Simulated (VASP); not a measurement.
# PbS (P1) in VASP: single point with PBEsol

Aim: the single point of PbS with PBEsol.

Everything below comes from runs of VASP 6.6.1. Logs are shortened: lines on timing, memory, paths and dates and some standing lists are left out, and cuts for length are marked.

**1. The cell of the first run**

The typed cell holds 2 atoms: a = 4.266 Å, b = 4.211 Å, c = 4.175 Å, α = 60.72°, β = 59.58°, γ = 59.08°.

**2. Single point, PBEsol (atoms moved at random and the cell strained at random)**

Input file INCAR:

```
PREC = Accurate ; ENCUT = 520
EDIFF = 1E-7 ; ISMEAR = 0
SIGMA = 0.05 ; LREAL = F
LASPH = T ; NELM = 80
ALGO = Normal ; ISIF = 2
LWAVE = F ; LCHARG = F
GGA = PS ; NBANDS = 17
```

Input file KPOINTS:

```
regular mesh
0
Gamma
  10 10 10
```

Input file POSCAR:

```
PbS
1.0
    0.0042992500      2.9990678500      3.0341734500
    2.9239940500      0.0079758500      3.0304968500
    2.9165519000      2.9879491000      0.0154180000
Pb S
1 1
Direct
    0.0284401349     -0.0062006745     -0.0064839798
    0.4715598651      0.5062006745      0.5064839798
```

Potentials or basis: VASP PAW PBE potentials, release 64 (Pb_d, S).

Command:

```
$ cat potpaw_PBE.64/Pb_d/POTCAR potpaw_PBE.64/S/POTCAR > POTCAR
$ mpirun -np 1 vasp_std > vasp.out
```

OUTCAR:

```text
PREC = Accurate
   ENCUT = 520
   EDIFF = 1E-7
   ISMEAR = 0
   LREAL = F
   LASPH = T
   NELM = 80
   ISIF = 2
   GGA = PS

 ion  position               nearest neighbor table
   1  0.028  0.994  0.994-   2 2.85   2 2.86   2 2.89   2 3.00   2 3.13   2 3.16
   2  0.472  0.506  0.506-   1 2.85   1 2.86   1 2.89   1 3.00   1 3.13   1 3.16

  Warning from LATTYP: Got some problem with cell dimensions!
  Tried to take original basis but could not verify dimensions!
  LATTYP: Found a triclinic cell.
 ALAT       =     4.1945468874
 B/A-ratio  =     1.4421805247
 C/A-ratio  =     0.9964995163
 COS(alpha) =     0.0017825857
 COS(beta)  =     0.4875048578
 COS(gamma) =     0.7183415406

  Lattice vectors:

 A1 = (  -2.9122526500,   0.0111187500,   3.0187554500)
 A2 = (   0.0117414000,   0.0190946000,   6.0492523000)
 A3 = (  -2.9196948000,   2.9910920000,   0.0036766000)

Analysis of symmetry for initial positions (statically):
=====================================================================
 Subroutine PRICEL returns:
 Original cell was already a primitive cell.

 Routine SETGRP: Setting up the symmetry group for a
 triclinic supercell.

 Subroutine GETGRP returns: Found  1 space group operations
 (whereof  1 operations were pure point group operations)
 out of a pool of  2 trial point group operations.

The static configuration has the point symmetry C_1 .

Analysis of symmetry for dynamics (positions and initial velocities):
=====================================================================
 Subroutine PRICEL returns:
 Original cell was already a primitive cell.

 Routine SETGRP: Setting up the symmetry group for a
 triclinic supercell.

 Subroutine GETGRP returns: Found  1 space group operations
 (whereof  1 operations were pure point group operations)
 out of a pool of  2 trial point group operations.

The dynamic configuration has the point symmetry C_1 .

 Subroutine INISYM returns: Found  1 space group operations
 (whereof  1 operations are pure point group operations),
 and found     1 'primitive' translations

----------------------------------------------------------------------------------------

                                     Primitive cell

  volume of cell :      52.7717

  direct lattice vectors                    reciprocal lattice vectors
     0.004299250  2.999067850  3.034173450    -0.171585445  0.166633390  0.165116746
     2.923994050  0.007975850  3.030496850     0.170919725 -0.167689617  0.165507253
     2.916551900  2.987949100  0.015418000     0.171767706  0.167871878 -0.166172973

  length of vectors
     4.266220221  4.211141885  4.175446386     0.290640313  0.291077328  0.292059188

  position of ions in fractional coordinates (direct lattice)
     0.028440135  0.993799325  0.993516020
     0.471559865  0.506200675  0.506483980

  ion indices of the primitive-cell ions
   primitive index   ion index
                 1           1
                 2           2

----------------------------------------------------------------------------------------

 KPOINTS: regular mesh

Automatic generation of k-mesh.
 Grid dimensions read from file:
 generate k-points for:   10   10   10

 Generating k-lattice:

  Cartesian coordinates                     Fractional coordinates (reciprocal lattice)
    -0.017158545  0.016663339  0.016511675     0.100000000 -0.000000000 -0.000000000
     0.017091973 -0.016768962  0.016550725     0.000000000  0.100000000 -0.000000000
     0.017176771  0.016787188 -0.016617297    -0.000000000 -0.000000000  0.100000000

  Length of vectors
     0.029064031  0.029107733  0.029205919

  Shift w.r.t. Gamma in fractional coordinates (k-lattice)
     0.000000000  0.000000000  0.000000000

 Subroutine IBZKPT returns following result:
 ===========================================

 Found    504 irreducible k-points:

 Following reciprocal coordinates:
            Coordinates               Weight
  0.000000  0.000000  0.000000      1.000000
  0.100000 -0.000000 -0.000000      2.000000
  0.200000 -0.000000 -0.000000      2.000000
  0.300000  0.000000 -0.000000      2.000000
  0.400000 -0.000000  0.000000      2.000000
  0.500000  0.000000 -0.000000      1.000000
[... 16 lines left out ...]
 -0.400000  0.200000  0.000000      2.000000
 -0.300000  0.200000  0.000000      2.000000
 [... further k-points ...]
   k-points           NKPTS =    504   k-points in BZ     NKDIM =    504   number of bands    NBANDS=     17
   number of dos      NEDOS =    301   number of ions     NIONS =      2
   total plane-waves  NPLWV =  32768
   dimension x,y,z NGX =    32 NGY =   32 NGZ =   32
   dimension x,y,z NGXF=    64 NGYF=   64 NGZF=   64
   ions per type =               1   1
   NGX,Y,Z   is equivalent  to a cutoff of  12.47, 12.63, 12.74 a.u.
   NGXF,Y,Z  is equivalent  to a cutoff of  24.94, 25.27, 25.48 a.u.
 SYSTEM =  unknown system
   PREC   = accura    normal or accurate (medium, high low for compatibility)
   ISTART =      0    job   : 0-new  1-cont  2-samecut
   ICHARG =      2    charge: 1-file 2-atom 10-const
   ISPIN  =      1    spin polarized calculation?
   LNONCOLLINEAR =      F non collinear calculations
   LSORBIT =      F    spin-orbit coupling
   LASPH  =      T    aspherical Exc in radial PAW
   ENCUT  =  520.0 eV  38.22 Ry    6.18 a.u.   7.93  7.83  7.76*2*pi/ulx,y,z
   NELM   =     80;   NELMIN=  2; NELMDL= -5     # of ELM steps
   EDIFF  = 0.1E-06   stopping-criterion for ELM
   LREAL  =      F    real-space projection
   EDIFFG = 0.1E-05   stopping-criterion for IOM
   NSW    =      0    number of steps for IOM
   IBRION =     -1    ionic relax: 0-MD 1-quasi-New 2-CG
   NFREE  =      0    steps in history (QN), initial steepest desc. (CG)
   ISIF   =      2    stress and relaxation
   ISYM   =      2    0-nonsym 1-usesym 2-fastsym
   POTIM  = 0.5000    time-step for ionic-motion
   TEBEG  =    0.0;   TEEND  =   0.0 temperature during run
   PSTRESS=    0.0 pullay stress
   NELECT =      20.0000    total number of electrons
   NUPDOWN=      -1.0000    fix difference up-down
   EMIN   =  10.00;   EMAX   =-10.00  energy-range for DOS
   EFERMI =   0.00;   METHOD = LEGACY
   ISMEAR =     0;   SIGMA  =   0.05  broadening in eV -4-tet -1-fermi 0-gaus
   EFERMI_NEDOS =   21; number of points for ismear=-14 and -15
   IALGO  =     38    algorithm
   IMIX   =      4    mixing-type and parameters
     AMIX     =   0.40;   BMIX     =  1.00
     AMIX_MAG =   1.60;   BMIX_MAG =  1.00
  volume/ion in A,a.u.               =      26.39       178.06
  Fermi-wavevector in a.u.,A,eV,Ry     =   1.184726  2.238808 19.096808  1.403576
  Thomas-Fermi vector in A             =   2.320934
   LORBIT       =      0    0 simple, 1 ext, 2 COOP (PROOUT), +10 PAW based schemes
   GGA     = PS    functional components
   LHFCALC =     F    Hartree Fock is set to
   AEXX    =    0.0000 exact exchange contribution
   IVDW    =     0    specifies the selected vdW correction
   LEPSILON=     F    determine dielectric tensor
   LRPA    =     F    only Hartree local field effects (RPA)
 non-spin polarized calculation
 Gauss-broadening in eV      SIGMA  =   0.05
  energy-cutoff  :      520.00
  volume of cell :       52.77
 maximum number of plane-waves:      1435
   NGX = 15   NGY = 15   NGZ = 15

 number of electron      20.0000001 magnetization

 Free energy of the ion-electron system (eV)
  ---------------------------------------------------
  ext. energy  EPLUGINS =         0.00000000
  ---------------------------------------------------
  free energy    TOTEN  =        -9.43170627 eV

  energy without entropy =       -9.43170627  energy(sigma->0) =       -9.43170627

 E-fermi :   5.7066     XC(G=0):  -9.8239

 val. band max:        5.5271387675   @ k =   0.0000   0.5000   0.0000
 cond. band min:       5.8852402578   @ k =   0.0000   0.0000   0.5000
 fundamental gap:      0.3581014903
 Fermi energy:         5.7066360363

 k-point     1 :       0.0000    0.0000    0.0000
  band No.  band energies     occupation
      1     -11.1685      2.00000
      2     -11.1661      2.00000
      3     -11.1635      2.00000
      4     -11.1602      2.00000
      5     -11.1465      2.00000
      6      -8.0127      2.00000
[... 9 lines left out ...]
     16      12.6014      0.00000
     17      14.0352      0.00000

 k-point     2 :       0.1000   -0.0000   -0.0000
  band No.  band energies     occupation
      1     -11.1682      2.00000
      2     -11.1670      2.00000
      3     -11.1617      2.00000
      4     -11.1567      2.00000
      5     -11.1479      2.00000
      6      -7.9294      2.00000
[... 9 lines left out ...]
     16      12.6159      0.00000
     17      14.7675      0.00000

 k-point     3 :       0.2000   -0.0000   -0.0000
  band No.  band energies     occupation
      1     -11.1731      2.00000
      2     -11.1683      2.00000
      3     -11.1621      2.00000
      4     -11.1455      2.00000
      5     -11.1442      2.00000
      6      -7.6911      2.00000
[... 9 lines left out ...]
     16      13.1146      0.00000
     17      16.1943      0.00000

 k-point     4 :       0.3000    0.0000   -0.0000
  band No.  band energies     occupation
      1     -11.1812      2.00000
      2     -11.1727      2.00000
      3     -11.1655      2.00000
      4     -11.1340      2.00000
      5     -11.1297      2.00000
      6      -7.3415      2.00000
[... 9 lines left out ...]
     16      13.9692      0.00000
     17      17.6098      0.00000
[... 343 lines left out ...]
      1     -11.2286      2.00000
      2     -11.1622      2.00000
      3     -11.1571      2.00000
      4     -11.1325      2.00000
      5     -11.1156      2.00000
      6      -6.7027      2.00000
[... 9 lines left out ...]
     16      16.0463      0.00000
     17      16.5349      0.00000

 k-point    23 :      -0.4000    0.2000    0.0000
  band No.  band energies     occupation
      1     -11.2193      2.00000
      2     -11.1672      2.00000
      3     -11.1544      2.00000
      4     -11.1294      2.00000
      5     -11.1204      2.00000
      6      -6.6413      2.00000
[... 9 lines left out ...]
     16      15.0822      0.00000
     17      17.0672      0.00000

 k-point    24 :      -0.3000    0.2000    0.0000
  band No.  band energies     occupation
      1     -11.2044      2.00000
      2     -11.1691      2.00000
      3     -11.1575      2.00000
      4     -11.1317      2.00000
      5     -11.1248      2.00000
      6      -6.8509      2.00000
[... 9 lines left out ...]
     16      15.5548      0.00000
     17      16.3287      0.00000

 [... further k-points ...]

------------------------ aborting loop because EDIFF is reached ----------------------------------------

  FORCE on cell =-STRESS in cart. coord.  units (eV):
  Direction    XX          YY          ZZ          XY          YZ          ZX
  --------------------------------------------------------------------------------------
  -------------------------------------------------------------------------------------
  Total        0.4423404     -0.4160023     -0.8121695     -0.0247782      0.0214075     -0.0565264
  in kB       13.4297070    -12.6300672    -24.6579284     -0.7522808      0.6499433     -1.7161738
  external PRESSURE =      -7.9527628 kB  Pullay stress =       0.0000000 kB

 VOLUME and BASIS-vectors are now :
 -----------------------------------------------------------------------------
  energy-cutoff  :      520.00
  volume of cell :       52.77
      direct lattice vectors                 reciprocal lattice vectors
     0.004299250  2.999067850  3.034173450    -0.171585445  0.166633390  0.165116746
     2.923994050  0.007975850  3.030496850     0.170919725 -0.167689617  0.165507253
     2.916551900  2.987949100  0.015418000     0.171767706  0.167871878 -0.166172973

 POSITION                                       TOTAL-FORCE (eV/Angst)
 -----------------------------------------------------------------------------------
      5.80363      3.06180      3.11332         0.085384     -0.064775     -0.029828
      2.95934      2.93163      2.97264        -0.085384      0.064775      0.029828
 -----------------------------------------------------------------------------------
    total drift:                               -0.000037     -0.000038     -0.000051

  FREE ENERGIE OF THE ION-ELECTRON SYSTEM (eV)
  ---------------------------------------------------
  free  energy   TOTEN  =        -9.4317062694 eV

  energy  without entropy=       -9.4317062692  energy(sigma->0) =       -9.43170627
```

It took 7.7 min on 1 thread of Intel Xeon 8259CL, shared host; peak memory 0.52 GiB.

Results:

- Free energy: -9.4317 eV
- Pressure: -0.8 GPa
- Largest force: 0.111 eV/Å
- Band gap on the k mesh: 0.36 eV (least direct gap 0.37 eV)

Forces on the atoms (eV/Å):
```
Pb   0.085 -0.065 -0.030
S   -0.085  0.065  0.030
```

Stress tensor (GPa, compression positive):
```
 1.34 -0.08 -0.17
-0.08 -1.26  0.06
-0.17  0.06 -2.47
```

Caveat: the cell differs from its parent crystal (atoms moved at random and the cell strained at random); the PAW data sets were made with another functional, which shifts forces and pressure a little; spin-orbit coupling is left out, which moves the levels of the heavy elements.
